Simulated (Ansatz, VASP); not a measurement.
# One calculation of Se, two programs

The input INCAR:

```
SYSTEM = Se
PREC     = Accurate       ! precision mode
ENCUT    = 520            ! plane-wave cutoff, eV
EDIFF    = 1E-7           ! SCF threshold, eV
ISMEAR   = 0              ! smearing method
SIGMA    = 0.1            ! smearing width, eV
LREAL    = .False.        ! projectors in reciprocal space
LASPH    = .True.         ! aspherical terms in the spheres
NELM     = 80             ! most SCF steps
ALGO     = Normal         ! electronic algorithm
ISIF     = 2              ! what is computed and relaxed
LWAVE    = .False.        ! write WAVECAR
LCHARG   = .True.         ! write CHGCAR
GGA      = PS             ! functional
LELF     = .True.         ! ELF
LVHAR    = .True.       
NBANDS   = 13             ! bands
```

KPOINTS

```
Automatic mesh
0
Gamma
  12 12 12
  0 0 0
```

POSCAR

```
Se
1.0
    0.0000000000      3.1780448327      3.1780448327
    3.1780448327      0.0000000000      3.1780448327
    3.1780448327      3.1780448327      0.0000000000
Se
2
Direct
    0.5000000000      0.5000000000      0.5000000000
    0.7500000000      0.7500000000      0.7500000000
```

Input for Ansatz:

```yaml
crystal:
  lattice:
    - [0.0, 3.1780448327, 3.1780448327]
    - [3.1780448327, 0.0, 3.1780448327]
    - [3.1780448327, 3.1780448327, 0.0]
  atoms:
    - { symbol: Se, position: [0.5, 0.5, 0.5] }
    - { symbol: Se, position: [0.75, 0.75, 0.75] }
basis:
  ecutwfc: 420
kpoints:
  mp_grid: { grid: [12, 12, 12] }
hamiltonian:
  xc: pbesol
scf:
  occupations: { method: gaussian, width: 0.1 }
output:
  forces: true
  stress: true
  eigenvalues: true
```

Alike in both runs: task single point; functional PBEsol; k mesh 12 × 12 × 12; occupations gaussian, width 0.1 eV; no spin polarisation.

|  | VASP | Ansatz |
| --- | --- | --- |
| version | VASP 6.6.1 | Ansatz 0.2.0 |
| potentials or method | VASP PAW PBE potentials, release 64 (Se), cutoff 520 eV | scalar-relativistic, plane waves, PAW |
| valence electrons in the cell | 12 | 32 |

```csv
,VASP,Ansatz,Ansatz less VASP
gap on the k mesh at the Fermi level (eV),none,none,-
pressure (GPa),-2.4,-2.5,-0.04
```

VASP's potentials were made for PBE, not for PBEsol. A gap of «none» marks a metal or a gap that the smearing closes. VASP's potentials hold 12 valence electrons a cell and Ansatz's 32, so a difference there can come from the potentials and not from the codes.
